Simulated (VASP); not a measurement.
Input of a VASP 6.6.1 run:

Contents of POSCAR:

```
InGaAs2
1.0
    4.1559802593      0.0000000000      0.0000000000
    0.0000000000      4.1559802593      0.0000000000
    0.0000000000      0.0000000000      5.9135166472
Ga As In
1 2 1
Direct
    0.0000000000      0.0000000000      0.0000000000
    0.0000000000      0.5000000000      0.2300713556
    0.5000000000      0.0000000000      0.7699286444
    0.5000000000      0.5000000000      0.5000000000
```

Contents of INCAR.step1:

```
PREC = Accurate
ENCUT = 550
ISMEAR = -1
SIGMA = 0.02
LREAL = F
LASPH = T
NELM = 120
NBANDS = 26
GGA = PE
ALGO = Normal
EDIFF = 1E-5
LWAVE = T
LCHARG = F
GGA_COMPAT = F
```

File INCAR.step2:

```
PREC = Accurate
ENCUT = 550
EDIFF = 1E-6
ISMEAR = -1
SIGMA = 0.02
LREAL = F
LASPH = T
NELM = 120
ALGO = Normal
ISIF = 2
LWAVE = F
LCHARG = T
METAGGA = R2SCAN
LMIXTAU = T
LELF = T
LVHAR = T
NBANDS = 26
ISTART = 1
GGA_COMPAT = F
```

Contents of KPOINTS:

```
regular mesh
0
Gamma
  6 6 4
```

Potentials or basis: VASP PAW PBE potentials, release 64 (Ga_d, As, In_d).

Run with:

```console
$ cat potpaw_PBE.64/Ga_d/POTCAR potpaw_PBE.64/As/POTCAR potpaw_PBE.64/In_d/POTCAR > POTCAR
$ cp INCAR.step1 INCAR
$ mpirun -np 1 vasp_std > vasp.out
$ cp INCAR.step2 INCAR
$ mpirun -np 1 vasp_std > vasp.out
```

Q: Predict the pressure.

A: 0.0 GPa.

Q: Predict the band gap on the k mesh.

A: 0.29 eV, direct.

Forces in eV/Å, atoms in the order of the input:
```
Ga   0.000  0.000  0.000
As   0.000  0.000  0.002
As   0.000  0.000 -0.002
In   0.000  0.000  0.000
```

Caveat: the PAW data sets were made with another functional, which shifts forces and pressure a little; spin-orbit coupling is left out, which moves the levels of the heavy elements.
